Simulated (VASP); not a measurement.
Write the native input for VASP 6.6.1 that does the following.

| Property | Result |
| --- | --- |
| Task | single point |
| Functional | PBE |
| Potentials or basis | VASP PAW PBE potentials, release 64 (C, Ca_sv) |
| Cutoff | 520 eV |
| k mesh | 6 × 6 × 6 |
| Occupations | gaussian, width 0.01 eV |
| Spin | no spin polarisation |
| Dipole correction | no |
| Further INCAR settings | ALGO = Normal; EDIFF = 1e-06; NBANDS = 19 |

The structure of Ca2C lies in POSCAR:

```
Ca2C
1.0
    0.0000000000      3.1285803947      3.1285803947
    3.1285803947      0.0000000000      3.1285803947
    3.1285803947      3.1285803947      0.0000000000
C Ca
1 2
Direct
    0.0000000000      0.0000000000      0.0000000000
    0.2500000000      0.2500000000      0.2500000000
    0.7500000000      0.7500000000      0.7500000000
```

One way to write it, as run:

INCAR

```
PREC = Accurate
ENCUT = 520
EDIFF = 1E-6
ISMEAR = 0
SIGMA = 0.01
LREAL = F
LASPH = T
NELM = 80
ALGO = Normal
ISIF = 2
LWAVE = F
LCHARG = F
GGA = PE
NBANDS = 19
```

KPOINTS

```
regular mesh
0
Gamma
  6 6 6
```

Potentials or basis: VASP PAW PBE potentials, release 64 (C, Ca_sv).

The run is started by

```sh
$ cat potpaw_PBE.64/C/POTCAR potpaw_PBE.64/Ca_sv/POTCAR > POTCAR
$ mpirun -np 1 vasp_std > vasp.out
```

Results of the run:

The pressure is 0.9 GPa and the band gap on the k mesh is 0.20 eV.

Run time: 26 s on 1 thread of Intel(R) Xeon(R) Platinum 8488C (Sapphire Rapids), with other jobs on the host, peak memory 0.2 GiB.
